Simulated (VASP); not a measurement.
A run of VASP 6.6.1 is set up as follows.

Contents of INCAR:

```
PREC = Accurate ; ENCUT = 520
EDIFF = 1E-7 ; ISMEAR = 0
SIGMA = 0.1 ; LREAL = Auto
LASPH = T ; NELM = 80
ALGO = Normal ; ISIF = 2
LWAVE = F ; LCHARG = F
GGA = PE ; NBANDS = 72
```

File KPOINTS:

```
Automatic mesh
0
Gamma
  3 3 3
```

File POSCAR:

```
Al30Cu
1.0
    8.1000000000      0.0000000000      0.0000000000
    0.0000000000      8.1000000000      0.0000000000
    0.0000000000      0.0000000000      8.1000000000
Al Cu
30 1
Direct
    0.4963151852      0.0032608642      0.0000000000
    0.7482356790      0.2529370370      0.0000000000
    0.7507960494      0.0004949383      0.2513679012
    0.0004449383      0.0004449383      0.0000000000
    0.7475072840      0.7475072840      0.0000000000
    0.2484492593      0.0033546914      0.2493487654
    0.4959488889      0.2550196296      0.2388132099
    0.7477327160      0.5003225926      0.2475119753
    0.4994707407      0.0016906173      0.5000000000
    0.7507466667      0.2489366667      0.5000000000
    0.7507960494      0.0004949383      0.7486320988
    0.0032608642      0.4963151852      0.0000000000
    0.2529370370      0.7482356790      0.0000000000
    0.0033546914      0.2484492593      0.2493487654
    0.2550196296      0.4959488889      0.2388132099
    0.5003225926      0.7477327160      0.2475119753
    0.0003640741      0.0003640741      0.5000000000
    0.2494772840      0.2494772840      0.5000000000
    0.4998319753      0.4998319753      0.5000000000
    0.7510643210      0.7510643210      0.5000000000
    0.2484492593      0.0033546914      0.7506512346
    0.4959488889      0.2550196296      0.7611867901
    0.7477327160      0.5003225926      0.7524880247
    0.0004949383      0.7507960494      0.2513679012
    0.0016906173      0.4994707407      0.5000000000
    0.2489366667      0.7507466667      0.5000000000
    0.0033546914      0.2484492593      0.7506512346
    0.2550196296      0.4959488889      0.7611867901
    0.5003225926      0.7477327160      0.7524880247
    0.0004949383      0.7507960494      0.7486320988
    0.2454793827      0.2454793827      0.0000000000
```

Potentials or basis: VASP PAW PBE potentials, release 64 (Al, Cu).

Command:

```sh
$ cat potpaw_PBE.64/Al/POTCAR potpaw_PBE.64/Cu/POTCAR > POTCAR
$ mpirun -np 1 vasp_std > vasp.out
```

**Question.** What does it give for the pressure?

**Answer.** -2.2 GPa.

**Question.** Estimate the largest force.

**Answer.** 0.014 eV/Å.

**Question.** Estimate the band gap on the k mesh.

**Answer.** Zero (an odd number of electrons rules out a gap without spin polarisation).

Forces in eV/Å, atoms in the order of the input:
```
Al   0.004 -0.013  0.000
Al   0.001  0.000  0.000
Al   0.005  0.001  0.006
Al   0.000  0.000  0.000
Al  -0.003 -0.003  0.000
Al   0.000 -0.003  0.008
Al   0.004  0.002 -0.003
Al  -0.005  0.001  0.001
Al  -0.001  0.011  0.000
Al   0.002 -0.008  0.000
Al   0.005  0.001 -0.006
Al  -0.013  0.004  0.000
Al   0.000  0.001  0.000
Al  -0.003  0.000  0.008
Al   0.002  0.004 -0.003
Al   0.001 -0.005  0.001
Al   0.001  0.001  0.000
Al  -0.005 -0.005  0.000
Al   0.002  0.002  0.000
Al   0.007  0.007  0.000
Al   0.000 -0.003 -0.008
Al   0.004  0.002  0.003
Al  -0.005  0.001 -0.001
Al   0.001  0.005  0.006
Al   0.011 -0.001  0.000
Al  -0.008  0.002  0.000
Al  -0.003  0.000 -0.008
Al   0.002  0.004  0.003
Al   0.001 -0.005 -0.001
Al   0.001  0.005 -0.006
Cu  -0.009 -0.009  0.000
```
